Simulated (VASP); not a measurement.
A run of VASP 6.6.1:

INCAR

```
PREC = Accurate
ENCUT = 520
EDIFF = 1E-6
ISMEAR = 0
SIGMA = 0.1
LREAL = False
LASPH = True
NELM = 100
ALGO = Normal
ISIF = 2
LWAVE = False
LCHARG = False
GGA = PE
NBANDS = 37
```

KPOINTS

```
regular mesh
0
Gamma
  6 6 14
```

Contents of POSCAR:

```
Ga4O
1.0
    6.1166620867      0.0000000000      0.0000000000
   -3.0583310433      5.2971847535      0.0000000000
    0.0000000000      0.0000000000      2.7939179410
Ga O
4 1
Direct
    0.1667067268      0.8332932732      0.5000000000
    0.1667067268      0.3334134535      0.5000000000
    0.6665865465      0.8332932732      0.5000000000
    0.6666666667      0.3333333333      0.5000000000
    0.3333333333      0.6666666667      0.0000000000
```

Potentials or basis: VASP PAW PBE potentials, release 64 (Ga_d, O).

Launch:

```bash
$ cat potpaw_PBE.64/Ga_d/POTCAR potpaw_PBE.64/O/POTCAR > POTCAR
$ mpirun -np 1 vasp_std > vasp.out
```

Hardware: 1 thread of AMD EPYC 9R45 96-Core Processor (Zen 5), on a shared host.

Question: How long does it take, and how much memory?

Answer: Run time: 110 s on 1 thread of AMD EPYC 9R45 96-Core Processor (Zen 5), with other jobs on the host, peak memory 0.28 GiB. Counts: scf iterations 15, k points 56.
